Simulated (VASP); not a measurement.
AlGa3N4: single point with PBEsol

The system is AlGa3N4.

```
CELL_PARAMETERS angstrom
5.06522 0.00000 0.00012
0.00000 3.11751 0.00000
-0.00353 0.00000 5.47849
ATOMIC_POSITIONS crystal
Al 0.00060 0.50000 0.66736
Ga 0.49912 0.50000 0.33492
Ga 0.49903 0.00000 0.83156
Ga 0.99986 0.00000 0.16618
N 0.11967 0.50000 0.34010
N 0.11765 0.00000 0.82638
N 0.62044 0.00000 0.16622
N 0.63123 0.50000 0.66730
```

This cell differs from its parent crystal: strain -0.015 along x and y, +0.000 along z.

| Property | Result |
| --- | --- |
| Program | VASP 6.6.1 |
| Task | single point |
| Functional | PBEsol |
| Potentials or basis | VASP PAW PBE potentials, release 64 (Al, Ga_d, N) |
| Cutoff | 520 eV |
| k mesh | 6 × 8 × 6 |
| Occupations | gaussian, width 0.05 eV |
| Spin | no spin polarisation |

| Quantity | Value |
| --- | --- |
| Pressure | 6.1 GPa |
| Largest force | 0.193 eV/Å |
| Band gap on the k mesh | 2.57 eV |

Forces in eV/Å, atoms in the order of the input:
```
Al   0.110  0.000 -0.128
Ga   0.093  0.000  0.146
Ga   0.078  0.000  0.137
Ga   0.084  0.000 -0.142
N   -0.099  0.000  0.153
N   -0.074  0.000  0.159
N   -0.086  0.000 -0.173
N   -0.106  0.000 -0.152
```

Stress tensor (GPa, compression positive):
```
 8.20  0.00 -0.02
 0.00  7.59  0.00
-0.02  0.00  2.46
```

Levels at points of the mesh, in eV from the valence-band top:
| k point | band 29 | band 30 | band 31 | band 32 | band 33 | band 34 |
| --- | --- | --- | --- | --- | --- | --- |
| (0.00, 0.00, 0.00) | -0.11 | -0.09 | 0.00 | 2.57 | 4.74 | 5.33 |
| (0.50, 0.00, 0.00) | -0.71 | -0.45 | -0.38 | 4.54 | 4.63 | 4.73 |
| (0.00, 0.50, 0.00) | -2.13 | -1.95 | -1.91 | 5.58 | 5.61 | 7.11 |
| (0.50, 0.50, 0.00) | -1.51 | -1.47 | -1.46 | 5.84 | 5.99 | 6.09 |
| (0.00, 0.00, 0.50) | -0.65 | -0.61 | -0.31 | 4.78 | 4.94 | 6.33 |
| (0.50, 0.00, 0.50) | -1.20 | -1.16 | -1.11 | 5.47 | 5.55 | 5.63 |
| (0.00, 0.50, 0.50) | -2.26 | -1.07 | -0.95 | 4.74 | 5.12 | 5.67 |
| (0.50, 0.50, 0.50) | -1.80 | -1.71 | -1.68 | 4.35 | 4.46 | 4.53 |

Wall time 9.8 min on 1 thread of Intel(R) Xeon(R) Platinum 8259CL CPU @ 2.50GHz (Skylake/Cascade Lake) (shared host), peak memory 0.38 GiB.

Caveat: the cell differs from its parent crystal (strain -0.015 along x and y, +0.000 along z); the cell stands under pressure; the PAW data sets were made with another functional, which shifts forces and pressure a little.
